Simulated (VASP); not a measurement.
Wanted: the native input for a VASP 6.6.1 run.

```
Task                   : single point
Functional             : PBE
Potentials or basis    : VASP PAW PBE potentials, release 64 (Al, N)
Cutoff                 : 600 eV
k mesh                 : 10 × 10 × 10
Occupations            : gaussian, width 0.02 eV
Spin                   : no spin polarisation
Dipole correction      : no
Further INCAR settings : ALGO = Normal; EDIFF = 1e-06; NBANDS = 11
```

The structure of AlN (vh.b) lies in POSCAR:

```
AlN
1.0
    0.0000000000      2.2012182832      2.2012182832
    2.2012182832      0.0000000000      2.2012182832
    2.2012182832      2.2012182832      0.0000000000
Al N
1 1
Direct
    0.0000000000      0.0000000000      0.0000000000
    0.2500000000      0.2500000000      0.2500000000
```

One way to write it, as run:

INCAR

```
SYSTEM = AlN
PREC = Accurate
ENCUT = 600
EDIFF = 1E-6
ISMEAR = 0
SIGMA = 0.02
LREAL = .False.
LASPH = .True.
NELM = 120
ALGO = Normal
ISIF = 2
LWAVE = .False.
LCHARG = .False.
GGA = PE
NBANDS = 11
GGA_COMPAT = .False.
```

KPOINTS

```
Automatic mesh
0
Gamma
  10 10 10
  0 0 0
```

Potentials or basis: VASP PAW PBE potentials, release 64 (Al, N).

Launch:

```bash
$ cat potpaw_PBE.64/Al/POTCAR potpaw_PBE.64/N/POTCAR > POTCAR
$ mpirun -np 1 vasp_std > vasp.out
```

Results of the run:

```json
{"Pressure": "-0.3 GPa", "Band gap on the k mesh": "3.31 eV, indirect (least direct gap 3.99 eV)"}
```

Wall time 25 s on 1 thread of Intel Xeon 8259CL (shared host), peak memory 0.15 GiB.
